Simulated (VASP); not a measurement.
Here is a VASP 6.6.1 calculation.

Contents of INCAR:

```
SYSTEM = TiC
  ALGO = Normal
  EDIFF = 1E-6
  ENCUT = 520
  GGA = PE
  ISIF = 2
  ISMEAR = 0
  LASPH = .True.
  LCHARG = .False.
  LREAL = .False.
  LWAVE = .False.
  NBANDS = 15
  NELM = 80
  PREC = Accurate
  SIGMA = 0.015
```

Contents of KPOINTS:

```
k-points
0
Gamma
  11 11 11
  0 0 0
```

POSCAR

```
TiC
1.0
    0.0000000000      2.1657188437      2.1657188437
    2.1657188437      0.0000000000      2.1657188437
    2.1657188437      2.1657188437      0.0000000000
Ti C
1 1
Direct
    0.0000000000      0.0000000000      0.0000000000
    0.5000000000      0.5000000000      0.5000000000
```

Potentials or basis: VASP PAW PBE potentials, release 64 (Ti_sv, C).

Run with:

```sh
$ cat potpaw_PBE.64/Ti_sv/POTCAR potpaw_PBE.64/C/POTCAR > POTCAR
$ mpirun -np 1 vasp_std > vasp.out
```

**Question.** Estimate the band gap on the k mesh.

**Answer.** Zero (band 8 reaches 10.10 eV, above the bottom of band 9 at 9.00 eV).

**Question.** Predict the pressure.

**Answer.** 0.5 GPa.
